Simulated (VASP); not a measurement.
MgS (Niningerite):

```xyz
2
Lattice="0.0000 2.6016 2.6016 2.6016 0.0000 2.6016 2.6016 2.6016 0.0000" Properties=species:S:1:pos:R:3 pbc="T T T"
S     2.6016    2.6016    2.6016
Mg    0.0000    0.0000    0.0000
```

- Program: VASP 6.6.1
- Task: relaxation of cell and atoms
- Functional: revPBE
- Potentials or basis: VASP PAW PBE potentials, release 64 (S, Mg)
- Cutoff: 600 eV
- k mesh: 9 × 9 × 9
- Occupations: fermi-dirac, width 0.05 eV
- Spin: no spin polarisation

At the start: pressure 2.5 GPa; volume 17.61 Å³/atom.

Problem. How do energy, volume and symmetry change on relaxing?

Solution. Over 3 steps the energy falls by 4.6 meV/atom and the volume is 18.21 Å³/atom (+3.4 %); space group Fm-3m (No. 225, to 0.05 Å).

Step by step:
```tsv
step	energy change (eV)	largest force (eV/Å)	pressure (GPa)	volume (Å³)
1	0.0000	0.0000	2.54	35.22
2	-0.0088	0.0000	-0.48	36.66
3	-0.0092	0.0000	0.00	36.41
```

Final structure:
```
CELL_PARAMETERS angstrom
0.00000 2.63070 2.63070
2.63070 0.00000 2.63070
2.63070 2.63070 0.00000
ATOMIC_POSITIONS crystal
S 0.50000 0.50000 0.50000
Mg 0.00000 0.00000 0.00000
```

Caveat: the PAW data sets were made with another functional, which shifts forces and pressure a little.
